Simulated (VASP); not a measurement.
# SiO2 (Stishovite) (P4_2/mnm) in VASP: notebook

Aim: see how the results for SiO2 (Stishovite) move with the level of theory and the settings. Levels: LDA, PBEsol, PBE, r2SCAN. Tasks: single point, relaxation of cell and atoms.

Everything below comes from runs of VASP 6.6.1. Logs are shortened: lines on timing, memory, paths and dates and some standing lists are left out, and cuts for length are marked.

**1. The cell of the first run**

Symmetry: P4_2/mnm, No. 136, tetragonal system. The conventional cell has a = 4.155 Å, b = 4.155 Å, c = 2.661 Å, α = 90.00°, β = 90.00°, γ = 90.00°. Within 2.3 Å of Si (site symmetry mmm) lie 6 O at 1.75 to 1.80 Å. O (site symmetry m2m) has 3 Si at 1.75 to 1.80 Å and 1 O at 2.28 Å within 2.3 Å.

**2. Single point, LDA**

INCAR

```
PREC = Accurate
ENCUT = 520
EDIFF = 1E-6
ISMEAR = -1
SIGMA = 0.02
LREAL = F
LASPH = T
NELM = 80
ALGO = Normal
ISIF = 2
LWAVE = F
LCHARG = F
GGA = CA
NBANDS = 25
```

KPOINTS

```
regular mesh
0
Gamma
  6 6 10
```

POSCAR

```
SiO2
1.0
    4.1549772811      0.0000000000      0.0000000000
    0.0000000000      4.1549772811      0.0000000000
    0.0000000000      0.0000000000      2.6613340265
Si O
2 4
Direct
    0.0000000000      0.0000000000      0.0000000000
    0.5000000000      0.5000000000      0.5000000000
    0.3055710637      0.3055710637      0.0000000000
    0.1944289363      0.8055710637      0.5000000000
    0.6944289363      0.6944289363      0.0000000000
    0.8055710637      0.1944289363      0.5000000000
```

Potentials or basis: VASP PAW LDA potentials, release 64 (Si, O).

The run is started by

```sh
cat potpaw_LDA.64/Si/POTCAR potpaw_LDA.64/O/POTCAR > POTCAR
mpirun -np 1 vasp_std > vasp.out
```

OUTCAR:

```text
PREC = Accurate
   ENCUT = 520
   EDIFF = 1E-6
   ISMEAR = -1
   LREAL = F
   LASPH = T
   NELM = 80
   ISIF = 2
   GGA = CA

 ion  position               nearest neighbor table
   1  0.000  0.000  0.000-   4 1.75   6 1.75   4 1.75   6 1.75   5 1.80   3 1.80
   2  0.500  0.500  0.500-   3 1.75   5 1.75   3 1.75   5 1.75   4 1.80   6 1.80
   3  0.306  0.306  0.000-   2 1.75   2 1.75   1 1.80
   4  0.194  0.806  0.500-   1 1.75   1 1.75   2 1.80
   5  0.694  0.694  0.000-   2 1.75   2 1.75   1 1.80
   6  0.806  0.194  0.500-   1 1.75   1 1.75   2 1.80

  LATTYP: Found a simple tetragonal cell.
 ALAT       =     4.1549772811
 C/A-ratio  =     0.6405171067

  Lattice vectors:

 A1 = (   4.1549772811,   0.0000000000,   0.0000000000)
 A2 = (   0.0000000000,   4.1549772811,   0.0000000000)
 A3 = (   0.0000000000,   0.0000000000,   2.6613340265)

Analysis of symmetry for initial positions (statically):
=====================================================================
 Subroutine PRICEL returns:
 Original cell was already a primitive cell.

 Routine SETGRP: Setting up the symmetry group for a
 simple tetragonal supercell.

 Subroutine GETGRP returns: Found 16 space group operations
 (whereof  8 operations were pure point group operations)
 out of a pool of 16 trial point group operations.

The static configuration has the point symmetry D_2h.
 The point group associated with its full space group is D_4h.

Analysis of symmetry for dynamics (positions and initial velocities):
=====================================================================
 Subroutine PRICEL returns:
 Original cell was already a primitive cell.

 Routine SETGRP: Setting up the symmetry group for a
 simple tetragonal supercell.

 Subroutine GETGRP returns: Found 16 space group operations
 (whereof  8 operations were pure point group operations)
 out of a pool of 16 trial point group operations.

The dynamic configuration has the point symmetry D_2h.
 The point group associated with its full space group is D_4h.

 Subroutine INISYM returns: Found 16 space group operations
 (whereof  8 operations are pure point group operations),
 and found     1 'primitive' translations

----------------------------------------------------------------------------------------

                                     Primitive cell

  volume of cell :      45.9448

  direct lattice vectors                    reciprocal lattice vectors
     4.154977281  0.000000000  0.000000000     0.240675203  0.000000000  0.000000000
     0.000000000  4.154977281  0.000000000     0.000000000  0.240675203  0.000000000
     0.000000000  0.000000000  2.661334027     0.000000000  0.000000000  0.375751405

  length of vectors
     4.154977281  4.154977281  2.661334027     0.240675203  0.240675203  0.375751405

  position of ions in fractional coordinates (direct lattice)
     0.000000000  0.000000000  0.000000000
     0.500000000  0.500000000  0.500000000
     0.305571064  0.305571064  0.000000000
     0.194428936  0.805571064  0.500000000
     0.694428936  0.694428936  0.000000000
     0.805571064  0.194428936  0.500000000

  ion indices of the primitive-cell ions
   primitive index   ion index
                 1           1
                 2           2
                 3           3
                 4           4
                 5           5
                 6           6

----------------------------------------------------------------------------------------

 KPOINTS: regular mesh

Automatic generation of k-mesh.
 Grid dimensions read from file:
 generate k-points for:    6    6   10

 Generating k-lattice:

  Cartesian coordinates                     Fractional coordinates (reciprocal lattice)
     0.040112534  0.000000000  0.000000000     0.166666667  0.000000000  0.000000000
     0.000000000  0.040112534  0.000000000     0.000000000  0.166666667  0.000000000
     0.000000000  0.000000000  0.037575141     0.000000000  0.000000000  0.100000000

  Length of vectors
     0.040112534  0.040112534  0.037575141

  Shift w.r.t. Gamma in fractional coordinates (k-lattice)
     0.000000000  0.000000000  0.000000000

 Subroutine IBZKPT returns following result:
 ===========================================

 Found     60 irreducible k-points:

 Following reciprocal coordinates:
            Coordinates               Weight
  0.000000  0.000000  0.000000      1.000000
  0.166667  0.000000  0.000000      4.000000
  0.333333  0.000000  0.000000      4.000000
  0.500000  0.000000  0.000000      2.000000
  0.166667  0.166667  0.000000      4.000000
  0.333333  0.166667  0.000000      8.000000
[... 16 lines left out ...]
  0.333333  0.000000  0.200000      8.000000
  0.500000  0.000000  0.200000      4.000000
 [... further k-points ...]
   k-points           NKPTS =     60   k-points in BZ     NKDIM =     60   number of bands    NBANDS=     25
   number of dos      NEDOS =    301   number of ions     NIONS =      6
   total plane-waves  NPLWV =  20480
   dimension x,y,z NGX =    32 NGY =   32 NGZ =   20
   dimension x,y,z NGXF=    64 NGYF=   64 NGZF=   40
   ions per type =               2   4
   NGX,Y,Z   is equivalent  to a cutoff of  12.80, 12.80, 12.49 a.u.
   NGXF,Y,Z  is equivalent  to a cutoff of  25.61, 25.61, 24.99 a.u.
 SYSTEM =  unknown system
   PREC   = accura    normal or accurate (medium, high low for compatibility)
   ISTART =      0    job   : 0-new  1-cont  2-samecut
   ICHARG =      2    charge: 1-file 2-atom 10-const
   ISPIN  =      1    spin polarized calculation?
   LNONCOLLINEAR =      F non collinear calculations
   LSORBIT =      F    spin-orbit coupling
   LASPH  =      T    aspherical Exc in radial PAW
   ENCUT  =  520.0 eV  38.22 Ry    6.18 a.u.   7.73  7.73  4.95*2*pi/ulx,y,z
   NELM   =     80;   NELMIN=  2; NELMDL= -5     # of ELM steps
   EDIFF  = 0.1E-05   stopping-criterion for ELM
   LREAL  =      F    real-space projection
   EDIFFG = 0.1E-04   stopping-criterion for IOM
   NSW    =      0    number of steps for IOM
   IBRION =     -1    ionic relax: 0-MD 1-quasi-New 2-CG
   NFREE  =      0    steps in history (QN), initial steepest desc. (CG)
   ISIF   =      2    stress and relaxation
   ISYM   =      2    0-nonsym 1-usesym 2-fastsym
   POTIM  = 0.5000    time-step for ionic-motion
   TEBEG  =    0.0;   TEEND  =   0.0 temperature during run
   PSTRESS=    0.0 pullay stress
   NELECT =      32.0000    total number of electrons
   NUPDOWN=      -1.0000    fix difference up-down
   EMIN   =  10.00;   EMAX   =-10.00  energy-range for DOS
   EFERMI =   0.00;   METHOD = LEGACY
   ISMEAR =    -1;   SIGMA  =   0.02  broadening in eV -4-tet -1-fermi 0-gaus
   EFERMI_NEDOS =   21; number of points for ismear=-14 and -15
   IALGO  =     38    algorithm
   IMIX   =      4    mixing-type and parameters
     AMIX     =   0.40;   BMIX     =  1.00
     AMIX_MAG =   1.60;   BMIX_MAG =  1.00
  volume/ion in A,a.u.               =       7.66        51.68
  Fermi-wavevector in a.u.,A,eV,Ry     =   1.451151  2.742278 28.651680  2.105839
  Thomas-Fermi vector in A             =   2.568681
   LORBIT       =      0    0 simple, 1 ext, 2 COOP (PROOUT), +10 PAW based schemes
   GGA     = CA    functional components
   LHFCALC =     F    Hartree Fock is set to
   AEXX    =    0.0000 exact exchange contribution
   IVDW    =     0    specifies the selected vdW correction
   LEPSILON=     F    determine dielectric tensor
   LRPA    =     F    only Hartree local field effects (RPA)
 non-spin polarized calculation
  energy-cutoff  :      520.00
  volume of cell :       45.94
 maximum number of plane-waves:      1266
 NGX is ok and might be reduce to    32
   NGX = 15   NGY = 15   NGZ =  9

 number of electron      31.9999969 magnetization

 Free energy of the ion-electron system (eV)
  ---------------------------------------------------
  ext. energy  EPLUGINS =         0.00000000
  ---------------------------------------------------
  free energy    TOTEN  =       -51.96959429 eV

  energy without entropy =      -51.96959429  energy(sigma->0) =      -51.96959429

 E-fermi :   8.7568     XC(G=0): -12.8030

 val. band max:        8.2980625783   @ k =   0.0000   0.0000   0.0000
 cond. band min:      14.1161771316   @ k =   0.0000   0.0000   0.0000
 fundamental gap:      5.8181145532
 Fermi energy:         8.7568314511

 k-point     1 :       0.0000    0.0000    0.0000
  band No.  band energies     occupation
      1     -14.2639      2.00000
      2     -10.4443      2.00000
      3     -10.4443      2.00000
      4     -10.1774      2.00000
      5      -2.7302      2.00000
      6       1.7004      2.00000
[... 17 lines left out ...]
     24      22.5661      0.00000
     25      23.9306      0.00000

 k-point     2 :       0.1667    0.0000    0.0000
  band No.  band energies     occupation
      1     -14.1130      2.00000
      2     -11.1479      2.00000
      3     -10.3653      2.00000
      4      -9.7996      2.00000
      5      -2.5424      2.00000
      6       0.9490      2.00000
[... 17 lines left out ...]
     24      21.9530      0.00000
     25      23.7293      0.00000

 k-point     3 :       0.3333    0.0000    0.0000
  band No.  band energies     occupation
      1     -13.6707      2.00000
      2     -12.0897      2.00000
      3     -10.1527      2.00000
      4      -9.7056      2.00000
      5      -2.0179      2.00000
      6      -0.1889      2.00000
[... 17 lines left out ...]
     24      22.0575      0.00000
     25      23.2284      0.00000

 k-point     4 :       0.5000    0.0000    0.0000
  band No.  band energies     occupation
      1     -12.9726      2.00000
      2     -12.9726      2.00000
      3      -9.8849      2.00000
      4      -9.8849      2.00000
      5      -1.2157      2.00000
      6      -1.2157      2.00000
[... 17 lines left out ...]
     24      21.6254      0.00000
     25      23.0993      0.00000

 k-point     5 :       0.1667    0.1667    0.0000
  band No.  band energies     occupation
      1     -13.9656      2.00000
      2     -11.3418      2.00000
      3     -10.5535      2.00000
      4      -9.6952      2.00000
      5      -2.3205      2.00000
      6       0.8757      2.00000
[... 17 lines left out ...]
     24      21.7561      0.00000
     25      23.6587      0.00000

 k-point     6 :       0.3333    0.1667    0.0000
  band No.  band energies     occupation
      1     -13.5360      2.00000
      2     -12.0529      2.00000
      3     -10.4321      2.00000
      4      -9.7925      2.00000
      5      -1.7286      2.00000
      6       0.0677      2.00000
[... 17 lines left out ...]
     24      21.8518      0.00000
     25      23.1845      0.00000
[... 393 lines left out ...]
 k-point    21 :       0.0000    0.0000    0.2000
  band No.  band energies     occupation
      1     -13.7246      2.00000
      2     -10.1745      2.00000
      3     -10.1745      2.00000
      4     -10.1581      2.00000
      5      -2.5717      2.00000
      6       1.6067      2.00000
[... 17 lines left out ...]
     24      22.3733      0.00000
     25      22.7025      0.00000

 k-point    22 :       0.1667    0.0000    0.2000
  band No.  band energies     occupation
      1     -13.5812      2.00000
      2     -10.8603      2.00000
      3     -10.1140      2.00000
      4      -9.7612      2.00000
      5      -2.3096      2.00000
      6       1.1018      2.00000
[... 17 lines left out ...]
     24      22.0103      0.00000
     25      22.1919      0.00000

 k-point    23 :       0.3333    0.0000    0.2000
  band No.  band energies     occupation
      1     -13.1631      2.00000
      2     -11.6993      2.00000
      3      -9.9553      2.00000
      4      -9.6602      2.00000
      5      -1.6456      2.00000
      6       0.1576      2.00000
[... 17 lines left out ...]
     24      20.9473      0.00000
     25      22.3188      0.00000

 k-point    24 :       0.5000    0.0000    0.2000
  band No.  band energies     occupation
      1     -12.5100      2.00000
      2     -12.5100      2.00000
      3      -9.7677      2.00000
      4      -9.7677      2.00000
      5      -0.7918      2.00000
      6      -0.7918      2.00000
[... 17 lines left out ...]
     24      20.6453      0.00000
     25      22.1884      0.00000

 [... further k-points ...]

------------------------ aborting loop because EDIFF is reached ----------------------------------------

  FORCE on cell =-STRESS in cart. coord.  units (eV):
  Direction    XX          YY          ZZ          XY          YZ          ZX
  --------------------------------------------------------------------------------------
  -------------------------------------------------------------------------------------
  Total        0.2202161      0.2202161      0.4964084     -0.0000000      0.0000000      0.0000000
  in kB        7.6793220      7.6793220     17.3106368     -0.0000000      0.0000000      0.0000000
  external PRESSURE =      10.8897602 kB  Pullay stress =       0.0000000 kB

 VOLUME and BASIS-vectors are now :
 -----------------------------------------------------------------------------
  energy-cutoff  :      520.00
  volume of cell :       45.94
      direct lattice vectors                 reciprocal lattice vectors
     4.154977281  0.000000000  0.000000000     0.240675203  0.000000000  0.000000000
     0.000000000  4.154977281  0.000000000     0.000000000  0.240675203  0.000000000
     0.000000000  0.000000000  2.661334027     0.000000000  0.000000000  0.375751405

 POSITION                                       TOTAL-FORCE (eV/Angst)
 -----------------------------------------------------------------------------------
      0.00000      0.00000      0.00000         0.000000      0.000000      0.000000
      2.07749      2.07749      1.33067         0.000000      0.000000      0.000000
      1.26964      1.26964      0.00000        -0.023901     -0.023901     -0.000000
      0.80785      3.34713      1.33067         0.023901     -0.023901     -0.000000
      2.88534      2.88534      0.00000         0.023901      0.023901      0.000000
      3.34713      0.80785      1.33067        -0.023901      0.023901      0.000000
 -----------------------------------------------------------------------------------
    total drift:                                0.000000      0.000000     -0.000000

  FREE ENERGIE OF THE ION-ELECTRON SYSTEM (eV)
  ---------------------------------------------------
  free  energy   TOTEN  =       -51.9695942917 eV

  energy  without entropy=      -51.9695942917  energy(sigma->0) =      -51.96959429
```

Run time: 16 s. Hardware: 1 thread of Intel Xeon 6975P-C (Granite Rapids), shared host; peak memory 0.16 GiB.

Results:

- Free energy: -51.9696 eV
- Pressure: 1.1 GPa
- Largest force: 0.034 eV/Å
- Band gap on the k mesh: 5.82 eV, direct

Forces in eV/Å, atoms in the order of the input:
```
Si   0.000  0.000  0.000
Si   0.000  0.000  0.000
O   -0.024 -0.024  0.000
O    0.024 -0.024  0.000
O    0.024  0.024  0.000
O   -0.024  0.024  0.000
```

Stress tensor (GPa, compression positive):
```
0.77 0.00 0.00
0.00 0.77 0.00
0.00 0.00 1.73
```

**3. Single point, PBEsol**

This run uses another cell than the first one, of 7.85 Å³/atom, 1.026 times its volume.

INCAR

```
ALGO     = Normal         # electronic algorithm
EDIFF    = 1E-6           # SCF threshold, eV
ENCUT    = 520            # plane-wave cutoff, eV
GGA      = PS             # functional
ISIF     = 2              # what is computed and relaxed
ISMEAR   = -1             # smearing method
LASPH    = T              # aspherical terms in the spheres
LCHARG   = F              # write CHGCAR
LREAL    = F              # projectors in reciprocal space
LWAVE    = F              # write WAVECAR
NBANDS   = 25             # bands
NELM     = 80             # most SCF steps
PREC     = Accurate       # precision mode
SIGMA    = 0.02           # smearing width, eV
```

KPOINTS

```
k-points
0
Gamma
  6 6 10
```

POSCAR

```
SiO2
1.0
    4.1944530069      0.0000000000      0.0000000000
    0.0000000000      4.1944530069      0.0000000000
    0.0000000000      0.0000000000      2.6782575303
Si O
2 4
Direct
    0.0000000000      0.0000000000      0.0000000000
    0.5000000000      0.5000000000      0.5000000000
    0.3060534574      0.3060534574      0.0000000000
    0.1939465426      0.8060534574      0.5000000000
    0.6939465426      0.6939465426      0.0000000000
    0.8060534574      0.1939465426      0.5000000000
```

Potentials or basis: VASP PAW PBE potentials, release 64 (Si, O).

The run is started by

```sh
cat potpaw_PBE.64/Si/POTCAR potpaw_PBE.64/O/POTCAR > POTCAR
mpirun -np 1 vasp_std > vasp.out
```

Run time: 17 s. Hardware: 1 thread of Intel Xeon 6975P-C (Granite Rapids), shared host; peak memory 0.18 GiB.

The run converged. Its results:

```yaml
Free_energy: -48.9853 eV
Pressure: 0.7 GPa
Largest_force: 0.035 eV/Å
Band_gap_on_the_k_mesh: 5.36 eV, direct
```

Forces on the atoms (eV/Å):
```
Si   0.000  0.000  0.000
Si   0.000  0.000  0.000
O   -0.025 -0.025  0.000
O    0.025 -0.025  0.000
O    0.025  0.025  0.000
O   -0.025  0.025  0.000
```

Stress tensor (GPa, compression positive):
```
0.42 0.00 0.00
0.00 0.42 0.00
0.00 0.00 1.35
```

Levels at points of the mesh, in eV from the valence-band top:
```
           k point  band 12  band 13  band 14  band 15  band 16  band 17  band 18  band 19  band 20  band 21
(0.00, 0.00, 0.00)    -3.13    -2.52    -0.88    -0.88     0.00     5.36     6.47     8.25     8.25    10.83
(0.50, 0.00, 0.00)    -3.88    -2.69    -2.69    -1.07    -1.07     7.51     7.51     8.82     8.82    10.82
(0.50, 0.50, 0.00)    -3.26    -2.68    -2.68    -2.27    -2.27     7.19     7.19     9.81     9.81    12.91
(0.00, 0.00, 0.50)    -4.63    -3.09    -3.09    -2.68    -2.68     8.87     8.87    12.34    12.34    12.50
(0.50, 0.00, 0.50)    -3.99    -2.28    -2.28    -1.76    -1.76     8.57     8.57     9.61     9.61    12.00
(0.50, 0.50, 0.50)    -4.49    -1.77    -1.77    -1.55    -1.55     6.96     6.96    10.74    10.74    11.46
```

Caveat: the PAW data sets were made with another functional, which shifts forces and pressure a little. A k mesh can miss the band edges.

(Continued in part 2 of 3.)
